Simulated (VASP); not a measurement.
# Be3CdTe4 (Pmn2_1) in VASP: further runs

Runs on Be3CdTe4. Level: PBE. Tasks: single point.

All numbers are computed with VASP 6.6.1; they aren't measurements. Logs are shortened: lines on timing, memory, paths and dates and some standing lists are left out, and cuts for length are marked.

### 1 The cell of the first run

Symmetry: Pmn2_1, No. 31, orthorhombic system. Conventional cell: a = 8.322 Å, b = 7.179 Å, c = 6.846 Å, α = 90.00°, β = 90.00°, γ = 90.00°. Within 3.2 Å of Be (site symmetry 1) lie 4 Te at 2.45 to 2.51 Å. Be (site symmetry m) has 4 Te at 2.44 to 2.48 Å within 3.2 Å. Within 3.7 Å of Cd (site symmetry m) lie 4 Te at 2.81 to 2.82 Å. Te (site symmetry m) has 3 Be at 2.48 to 2.51 Å and 1 Cd at 2.81 Å within 3.3 Å. Within 3.3 Å of Te (site symmetry m) lie 3 Be at 2.48 Å and 1 Cd at 2.82 Å. Within 3.2 Å of Te (site symmetry 1) lie 3 Be at 2.44 to 2.48 Å and 1 Cd at 2.81 Å.

### 2 Single point, PBE

The input, INCAR:

```
SYSTEM = Be3CdTe4
ALGO = Normal
EDIFF = 1E-6
ENCUT = 520
GGA = PE
ISIF = 2
ISMEAR = 0
LASPH = .TRUE.
LCHARG = .TRUE.
LELF = .TRUE.
LREAL = Auto
LVHAR = .TRUE.
LWAVE = .FALSE.
NBANDS = 56
NELM = 100
PREC = Accurate
SIGMA = 0.1
```

The input, KPOINTS:

```
k-points
0
G
  2 2 2
  0 0 0
```

The input, POSCAR:

```
Be3CdTe4
1.0
    0.0000000000      0.0000000000     -6.8458364156
    0.0000000000     -7.1794842756      0.0000000000
   -8.3215522550      0.0000000000      0.0000000000
Be Cd Te
6 2 8
Direct
    0.5007177942      0.3373872438      0.2489185536
    0.5007177942      0.3373872438      0.7510814464
    0.0003546272      0.1796795971      0.5000000000
    0.5003546272      0.8203204029      0.0000000000
    0.0007177942      0.6626127562      0.7489185536
    0.0007177942      0.6626127562      0.2510814464
    0.9948473601      0.1628491147      0.0000000000
    0.4948473601      0.8371508853      0.5000000000
    0.5841255210      0.1566054293      0.0000000000
    0.6395240392      0.2056008454      0.5000000000
    0.1398564319      0.3485254193      0.2728114824
    0.1398564319      0.3485254193      0.7271885176
    0.6398564319      0.6514745807      0.7728114824
    0.6398564319      0.6514745807      0.2271885176
    0.0841255210      0.8433945707      0.5000000000
    0.1395240392      0.7943991546      0.0000000000
```

Potentials or basis: VASP PAW PBE potentials, release 64 (Be, Cd, Te).

Run with:

```console
cat potpaw_PBE.64/Be/POTCAR potpaw_PBE.64/Cd/POTCAR potpaw_PBE.64/Te/POTCAR > POTCAR
mpirun -np 1 vasp_std > vasp.out
```

OUTCAR:

```text
SYSTEM = Be3CdTe4
   EDIFF = 1E-6
   ENCUT = 520
   GGA = PE
   ISIF = 2
   ISMEAR = 0
   LASPH = .TRUE.
   LREAL = Auto
   NELM = 100
   PREC = Accurate

 ion  position               nearest neighbor table
   1  0.501  0.337  0.249-  14 2.45  11 2.48  10 2.48   9 2.51
   2  0.501  0.337  0.751-  13 2.45  12 2.48  10 2.48   9 2.51
   3  0.000  0.180  0.500-  11 2.44  12 2.44  10 2.48  15 2.48
   4  0.500  0.820  0.000-  13 2.44  14 2.44  16 2.48   9 2.48
   5  0.001  0.663  0.749-  12 2.45  13 2.48  16 2.48  15 2.51
   6  0.001  0.663  0.251-  11 2.45  14 2.48  16 2.48  15 2.51
[... 8 lines left out ...]
  15  0.084  0.843  0.500-   3 2.48   5 2.51   6 2.51   8 2.81
  16  0.140  0.794  0.000-   4 2.48   5 2.48   6 2.48   7 2.82

  LATTYP: Found a simple orthorhombic cell.
 ALAT       =     6.8458364156
 B/A-ratio  =     1.0487373404
 C/A-ratio  =     1.2155639939

  Lattice vectors:

 A1 = (   0.0000000000,   0.0000000000,  -6.8458364156)
 A2 = (   0.0000000000,  -7.1794842756,   0.0000000000)
 A3 = (  -8.3215522550,   0.0000000000,   0.0000000000)

Analysis of symmetry for initial positions (statically):
=====================================================================
 Subroutine PRICEL returns:
 Original cell was already a primitive cell.

 Routine SETGRP: Setting up the symmetry group for a
 simple orthorhombic supercell.

 Subroutine GETGRP returns: Found  4 space group operations
 (whereof  2 operations were pure point group operations)
 out of a pool of  8 trial point group operations.

The static configuration has the point symmetry C_1h.
 The point group associated with its full space group is C_2v.

Analysis of symmetry for dynamics (positions and initial velocities):
=====================================================================
 Subroutine PRICEL returns:
 Original cell was already a primitive cell.

 Routine SETGRP: Setting up the symmetry group for a
 simple orthorhombic supercell.

 Subroutine GETGRP returns: Found  4 space group operations
 (whereof  2 operations were pure point group operations)
 out of a pool of  8 trial point group operations.

The dynamic configuration has the point symmetry C_1h.
 The point group associated with its full space group is C_2v.

 Subroutine INISYM returns: Found  4 space group operations
 (whereof  2 operations are pure point group operations),
 and found     1 'primitive' translations

----------------------------------------------------------------------------------------

                                     Primitive cell

  volume of cell :     409.0008

  direct lattice vectors                    reciprocal lattice vectors
     0.000000000  0.000000000 -6.845836416     0.000000000  0.000000000 -0.146074189
     0.000000000 -7.179484276  0.000000000     0.000000000 -0.139285771  0.000000000
    -8.321552255  0.000000000  0.000000000    -0.120169888  0.000000000  0.000000000

  length of vectors
     6.845836416  7.179484276  8.321552255     0.146074189  0.139285771  0.120169888

  position of ions in fractional coordinates (direct lattice)
     0.500717794  0.337387244  0.248918554
     0.500717794  0.337387244  0.751081446
     0.000354627  0.179679597  0.500000000
     0.500354627  0.820320403  0.000000000
     0.000717794  0.662612756  0.748918554
     0.000717794  0.662612756  0.251081446
[... 8 lines left out ...]
     0.084125521  0.843394571  0.500000000
     0.139524039  0.794399155  0.000000000

  ion indices of the primitive-cell ions
   primitive index   ion index
                 1           1
                 2           2
                 3           3
                 4           4
                 5           5
                 6           6
[... 8 lines left out ...]
                15          15
                16          16

----------------------------------------------------------------------------------------

 KPOINTS: k-points

Automatic generation of k-mesh.
 Grid dimensions read from file:
 generate k-points for:    2    2    2

 Generating k-lattice:

  Cartesian coordinates                     Fractional coordinates (reciprocal lattice)
     0.000000000  0.000000000 -0.073037094     0.500000000  0.000000000  0.000000000
     0.000000000 -0.069642885  0.000000000     0.000000000  0.500000000  0.000000000
    -0.060084944  0.000000000  0.000000000     0.000000000  0.000000000  0.500000000

  Length of vectors
     0.073037094  0.069642885  0.060084944

  Shift w.r.t. Gamma in fractional coordinates (k-lattice)
     0.000000000  0.000000000  0.000000000

 Subroutine IBZKPT returns following result:
 ===========================================

 Found      8 irreducible k-points:

 Following reciprocal coordinates:
            Coordinates               Weight
  0.000000  0.000000  0.000000      1.000000
  0.500000  0.000000  0.000000      1.000000
  0.000000  0.500000  0.000000      1.000000
  0.500000  0.500000  0.000000      1.000000
  0.000000  0.000000  0.500000      1.000000
  0.500000  0.000000  0.500000      1.000000
  0.000000  0.500000  0.500000      1.000000
  0.500000  0.500000  0.500000      1.000000
   k-points           NKPTS =      8   k-points in BZ     NKDIM =      8   number of bands    NBANDS=     56
   number of dos      NEDOS =    301   number of ions     NIONS =     16
   total plane-waves  NPLWV = 186624
   dimension x,y,z NGX =    54 NGY =   54 NGZ =   64
   dimension x,y,z NGXF=   108 NGYF=  108 NGZF=  128
   ions per type =               6   2   8
   NGX,Y,Z   is equivalent  to a cutoff of  13.11, 12.50, 12.79 a.u.
   NGXF,Y,Z  is equivalent  to a cutoff of  26.23, 25.01, 25.57 a.u.
 SYSTEM =  Be3CdTe4
   PREC   = accura    normal or accurate (medium, high low for compatibility)
   ISTART =      0    job   : 0-new  1-cont  2-samecut
   ICHARG =      2    charge: 1-file 2-atom 10-const
   ISPIN  =      1    spin polarized calculation?
   LNONCOLLINEAR =      F non collinear calculations
   LSORBIT =      F    spin-orbit coupling
   LASPH  =      T    aspherical Exc in radial PAW
   ENCUT  =  520.0 eV  38.22 Ry    6.18 a.u.  12.73 13.35 15.47*2*pi/ulx,y,z
   NELM   =    100;   NELMIN=  2; NELMDL= -5     # of ELM steps
   EDIFF  = 0.1E-05   stopping-criterion for ELM
   LREAL  =      T    real-space projection
   EDIFFG = 0.1E-04   stopping-criterion for IOM
   NSW    =      0    number of steps for IOM
   IBRION =     -1    ionic relax: 0-MD 1-quasi-New 2-CG
   NFREE  =      0    steps in history (QN), initial steepest desc. (CG)
   ISIF   =      2    stress and relaxation
   ISYM   =      2    0-nonsym 1-usesym 2-fastsym
   POTIM  = 0.5000    time-step for ionic-motion
   TEBEG  =    0.0;   TEEND  =   0.0 temperature during run
   PSTRESS=    0.0 pullay stress
   NELECT =      84.0000    total number of electrons
   NUPDOWN=      -1.0000    fix difference up-down
   EMIN   =  10.00;   EMAX   =-10.00  energy-range for DOS
   EFERMI =   0.00;   METHOD = LEGACY
   ISMEAR =     0;   SIGMA  =   0.10  broadening in eV -4-tet -1-fermi 0-gaus
   EFERMI_NEDOS =   21; number of points for ismear=-14 and -15
   IALGO  =     38    algorithm
   IMIX   =      4    mixing-type and parameters
     AMIX     =   0.40;   BMIX     =  1.00
     AMIX_MAG =   1.60;   BMIX_MAG =  1.00
  volume/ion in A,a.u.               =      25.56       172.50
  Fermi-wavevector in a.u.,A,eV,Ry     =   0.965888  1.825263 12.693402  0.932939
  Thomas-Fermi vector in A             =   2.095642
   LORBIT       =      0    0 simple, 1 ext, 2 COOP (PROOUT), +10 PAW based schemes
   GGA     = PE    functional components
   LHFCALC =     F    Hartree Fock is set to
   AEXX    =    0.0000 exact exchange contribution
   IVDW    =     0    specifies the selected vdW correction
   LEPSILON=     F    determine dielectric tensor
   LRPA    =     F    only Hartree local field effects (RPA)
 non-spin polarized calculation
 Gauss-broadening in eV      SIGMA  =   0.10
  energy-cutoff  :      520.00
  volume of cell :      409.00
 maximum number of plane-waves:     11054
 NGX is ok and might be reduce to    54
   NGX = 25   NGY = 27   NGZ = 31

 number of electron      84.0000004 magnetization

 Free energy of the ion-electron system (eV)
  ---------------------------------------------------
  ext. energy  EPLUGINS =         0.00000000
  ---------------------------------------------------
  free energy    TOTEN  =       -54.68055763 eV

  energy without entropy =      -54.68055763  energy(sigma->0) =      -54.68055763

 E-fermi :   4.6177     XC(G=0):  -8.8824

 val. band max:        4.1578994946   @ k =   0.0000   0.0000   0.0000
 cond. band min:       5.9460829507   @ k =   0.0000   0.5000   0.0000
 fundamental gap:      1.7881834562
 Fermi energy:         4.6176966127

 k-point     1 :       0.0000    0.0000    0.0000
  band No.  band energies     occupation
      1      -7.8001      2.00000
      2      -6.9035      2.00000
      3      -6.8120      2.00000
      4      -6.7778      2.00000
      5      -6.6153      2.00000
      6      -6.4349      2.00000
[... 46 lines left out ...]
     53       8.5182      0.00000
     54       8.5642      0.00000

 k-point     2 :       0.5000    0.0000    0.0000
  band No.  band energies     occupation
      1      -7.3650      2.00000
      2      -7.3650      2.00000
      3      -6.6242      2.00000
      4      -6.6242      2.00000
      5      -6.5850      2.00000
      6      -6.5850      2.00000
[... 46 lines left out ...]
     53       8.3810      0.00000
     54       8.3810      0.00000
[... 283 lines left out ...]
     53       8.3524      0.00000
     54       8.3524      0.00000

 k-point     8 :       0.5000    0.5000    0.5000
  band No.  band energies     occupation
      1      -6.9577      2.00000
      2      -6.9577      2.00000
      3      -6.8882      2.00000
      4      -6.8882      2.00000
      5      -6.8239      2.00000
      6      -6.8239      2.00000
[... 46 lines left out ...]
     53       8.1537      0.00000
     54       8.1537      0.00000
 [bands above 54 left out]

------------------------ aborting loop because EDIFF is reached ----------------------------------------

  FORCE on cell =-STRESS in cart. coord.  units (eV):
  Direction    XX          YY          ZZ          XY          YZ          ZX
  --------------------------------------------------------------------------------------
  -------------------------------------------------------------------------------------
  Total        1.3840249      0.0484166      0.0064536      0.0000000      0.0000000      0.0000000
  in kB        5.4216363      0.1896623      0.0252806      0.0000000      0.0000000      0.0000000
  external PRESSURE =       1.8788597 kB  Pullay stress =       0.0000000 kB

 VOLUME and BASIS-vectors are now :
 -----------------------------------------------------------------------------
  energy-cutoff  :      520.00
  volume of cell :      409.00
      direct lattice vectors                 reciprocal lattice vectors
     0.000000000  0.000000000 -6.845836416     0.000000000  0.000000000 -0.146074189
     0.000000000 -7.179484276  0.000000000     0.000000000 -0.139285771  0.000000000
    -8.321552255  0.000000000  0.000000000    -0.120169888  0.000000000  0.000000000

 POSITION                                       TOTAL-FORCE (eV/Angst)
 -----------------------------------------------------------------------------------
     -2.07139     -2.42227     -3.42783         0.005415     -0.000532     -0.006715
     -6.25016     -2.42227     -3.42783        -0.005415     -0.000532     -0.006715
     -4.16078     -1.29001     -0.00243         0.000000      0.033124     -0.006617
      0.00000     -5.88948     -3.42535         0.000000     -0.033124     -0.006617
     -6.23216     -4.75722     -0.00491         0.005415      0.000532     -0.006715
     -2.08939     -4.75722     -0.00491        -0.005415      0.000532     -0.006715
[... 8 lines left out ...]
     -4.16078     -6.05514     -0.57591         0.000000     -0.018695      0.026399
      0.00000     -5.70338     -0.95516         0.000000     -0.002894     -0.012105
 -----------------------------------------------------------------------------------
    total drift:                               -0.000000     -0.000000     -0.000358

  FREE ENERGIE OF THE ION-ELECTRON SYSTEM (eV)
  ---------------------------------------------------
  free  energy   TOTEN  =       -54.6805576323 eV

  energy  without entropy=      -54.6805576323  energy(sigma->0) =      -54.68055763
```

It took 2.7 min on 1 thread of Intel Xeon 6975P-C (Granite Rapids), shared host; peak memory 0.48 GiB.

What came out:

- Free energy: -54.6806 eV
- Pressure: 0.2 GPa
- Largest force: 0.066 eV/Å
- Band gap on the k mesh: 1.79 eV, indirect (least direct gap 1.99 eV)

Forces in eV/Å, atoms in the order of the input:
```
Be   0.005 -0.001 -0.007
Be  -0.005 -0.001 -0.007
Be   0.000  0.033 -0.007
Be   0.000 -0.033 -0.007
Be   0.005  0.001 -0.007
Be  -0.005  0.001 -0.007
Cd   0.000  0.008  0.016
Cd   0.000 -0.008  0.016
Te   0.000  0.019  0.026
Te   0.000  0.003 -0.012
Te   0.066  0.003 -0.005
Te  -0.066  0.003 -0.005
Te   0.066 -0.003 -0.005
Te  -0.066 -0.003 -0.005
Te   0.000 -0.019  0.026
Te   0.000 -0.003 -0.012
```

Levels at points of the mesh, in eV from the valence-band top:
```csv
k point,band 39,band 40,band 41,band 42,band 43,band 44,band 45,band 46
"(0.00, 0.00, 0.00)",-0.62,-0.25,-0.11,0.00,1.99,2.10,2.55,3.02
"(0.50, 0.00, 0.00)",-0.66,-0.66,-0.52,-0.52,2.19,2.19,2.74,2.74
"(0.00, 0.50, 0.00)",-0.89,-0.82,-0.53,-0.41,1.79,2.39,2.56,2.61
"(0.50, 0.50, 0.00)",-1.32,-1.32,-0.85,-0.85,2.12,2.12,2.55,2.55
"(0.00, 0.00, 0.50)",-0.76,-0.76,-0.66,-0.66,2.70,2.70,3.12,3.12
"(0.50, 0.00, 0.50)",-1.24,-1.24,-0.89,-0.89,2.74,2.74,3.02,3.02
"(0.00, 0.50, 0.50)",-1.20,-1.20,-0.86,-0.86,2.76,2.76,3.16,3.16
"(0.50, 0.50, 0.50)",-1.27,-1.27,-1.16,-1.16,2.70,2.70,3.22,3.22
```

Caveat: the k points lie up to 0.46 Å⁻¹ apart; spin-orbit coupling is left out, which moves the levels of the heavy elements.

### 3 Single point, PBE

The input, INCAR:

```
SYSTEM = Be3CdTe4
PREC = Accurate ; ENCUT = 520
EDIFF = 1E-6 ; ISMEAR = 0
SIGMA = 0.02 ; LREAL = Auto
LASPH = .TRUE. ; NELM = 60
ALGO = Normal ; ISIF = 2
LWAVE = .FALSE. ; LCHARG = .FALSE.
GGA = PE ; NBANDS = 56
```

The input, KPOINTS:

```
Automatic mesh
0
G
  4 4 4
  0 0 0
```

The input, POSCAR:

```
Be3CdTe4
1.0
    8.3215522550      0.0000000000      0.0000000000
    0.0000000000      7.1794842756      0.0000000000
    0.0000000000      0.0000000000      6.8458364156
Be Cd Te
6 2 8
Direct
    0.7510814464      0.6626127562      0.4992822058
    0.2489185536      0.6626127562      0.4992822058
    0.5000000000      0.8203204029      0.9996453728
    0.0000000000      0.1796795971      0.4996453728
    0.2510814464      0.3373872438      0.9992822058
    0.7489185536      0.3373872438      0.9992822058
    0.0000000000      0.8371508853      0.0051526399
    0.5000000000      0.1628491147      0.5051526399
    0.0000000000      0.8433945707      0.4158744790
    0.5000000000      0.7943991546      0.3604759608
    0.7271885176      0.6514745807      0.8601435681
    0.2728114824      0.6514745807      0.8601435681
    0.2271885176      0.3485254193      0.3601435681
    0.7728114824      0.3485254193      0.3601435681
    0.5000000000      0.1566054293      0.9158744790
    0.0000000000      0.2056008454      0.8604759608
```

Potentials or basis: VASP PAW PBE potentials, release 64 (Be, Cd, Te).

Run with:

```console
cat potpaw_PBE.64/Be/POTCAR potpaw_PBE.64/Cd/POTCAR potpaw_PBE.64/Te/POTCAR > POTCAR
mpirun -np 1 vasp_std > vasp.out
```

Wall time 18 min (1 thread of Intel Xeon 6975P-C (Granite Rapids), shared host); peak memory 0.67 GiB.

Results (log left out):

```yaml
Free_energy: -54.8220 eV
Pressure: 0.1 GPa
Largest_force: 0.010 eV/Å
Band_gap_on_the_k_mesh: 1.79 eV, indirect (least direct gap 2.00 eV)
```

Forces in eV/Å, atoms in the order of the input:
```
Be   0.001  0.006 -0.001
Be  -0.001  0.006 -0.001
Be   0.000  0.002  0.001
Be   0.000 -0.002  0.001
Be   0.001 -0.006 -0.001
Be  -0.001 -0.006 -0.001
Cd   0.000 -0.003 -0.002
Cd   0.000  0.003 -0.002
Te   0.000 -0.003  0.009
Te   0.000 -0.010  0.000
Te  -0.003  0.008 -0.004
Te   0.003  0.008 -0.004
Te  -0.003 -0.008 -0.004
Te   0.003 -0.008 -0.004
Te   0.000  0.003  0.009
Te   0.000  0.010  0.000
```

Levels at points of the mesh, in eV from the valence-band top:
| k point | band 39 | band 40 | band 41 | band 42 | band 43 | band 44 | band 45 | band 46 |
| --- | --- | --- | --- | --- | --- | --- | --- | --- |
| (0.00, 0.00, 0.00) | -0.62 | -0.25 | -0.11 | 0.00 | 2.00 | 2.10 | 2.55 | 3.02 |
| (0.50, 0.00, 0.00) | -0.76 | -0.76 | -0.66 | -0.66 | 2.70 | 2.70 | 3.13 | 3.13 |
| (0.00, 0.50, 0.00) | -0.89 | -0.83 | -0.53 | -0.41 | 1.79 | 2.39 | 2.56 | 2.61 |
| (0.50, 0.50, 0.00) | -1.20 | -1.20 | -0.86 | -0.86 | 2.76 | 2.76 | 3.16 | 3.16 |
| (0.00, 0.00, 0.50) | -0.66 | -0.66 | -0.52 | -0.52 | 2.19 | 2.19 | 2.74 | 2.74 |
| (0.50, 0.00, 0.50) | -1.24 | -1.24 | -0.89 | -0.89 | 2.74 | 2.74 | 3.03 | 3.03 |
| (0.00, 0.50, 0.50) | -1.31 | -1.31 | -0.85 | -0.85 | 2.12 | 2.12 | 2.55 | 2.55 |
| (0.50, 0.50, 0.50) | -1.27 | -1.27 | -1.15 | -1.15 | 2.71 | 2.71 | 3.22 | 3.22 |

Caveat: spin-orbit coupling is left out, which moves the levels of the heavy elements.
